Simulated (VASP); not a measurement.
Here is a VASP 6.6.1 calculation.

INCAR

```
ALGO = Normal ; EDIFF = 1E-6
ENCUT = 520 ; GGA = PS
ISIF = 2 ; ISMEAR = -1
LASPH = True ; LCHARG = True
LELF = True ; LREAL = False
LVHAR = True ; LWAVE = False
NBANDS = 13 ; NELM = 80
PREC = Accurate ; SIGMA = 0.1
```

KPOINTS

```
k-points
0
Gamma
  8 8 8
```

Contents of POSCAR:

```
Mo
1.0
   -1.9597600000      1.9597600000      3.9068480000
    1.9597600000     -1.9597600000      3.9068480000
    1.9597600000      1.9597600000     -3.9068480000
Mo
1
Direct
    0.0000000000      0.0000000000      0.0000000000
```

Potentials or basis: VASP PAW PBE potentials, release 64 (Mo_sv).

Run with:

```bash
$ cat potpaw_PBE.64/Mo_sv/POTCAR > POTCAR
$ mpirun -np 1 vasp_std > vasp.out
```

(1) What does it give for the band gap on the k mesh?

(2) Predict the pressure.

Answers

(1) zero (band 7 reaches 0.57 eV, above the bottom of band 8 at 0.11 eV).

(2) -13.1 GPa.

Caveat: the PAW data sets were made with another functional, which shifts forces and pressure a little.
